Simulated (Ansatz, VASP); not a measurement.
## One calculation of Sr, two programs

```
Sr
1.0
     3.63443    0.00000    0.00000
     0.00000    3.63443    0.00000
     0.00000    0.00000    3.63443
Sr
1
Direct
  0.00000 0.00000 0.00000
```

Alike in both runs: task single point; functional PBEsol; k mesh 6 × 6 × 6; occupations gaussian, width 0.1 eV; no spin polarisation.

|  | VASP | Ansatz |
| --- | --- | --- |
| version | VASP 6.6.1 | Ansatz 0.2.0 |
| potentials or method | VASP PAW PBE potentials, release 64 (Sr_sv), cutoff 520 eV | scalar-relativistic, plane waves, PAW |
| valence electrons in the cell | 10 | 10 |

|  | VASP | Ansatz | Ansatz less VASP |
| --- | --- | --- | --- |
| gap on the k mesh at the Fermi level (eV) | none | none | - |
| pressure (GPa) | 1.4 | 1.4 | -0.03 |

VASP's potentials were made for PBE, not for PBEsol. A gap of «none» marks a metal or a gap that the smearing closes. The functional is the same, so the differences come from potentials, cutoffs and numerics.
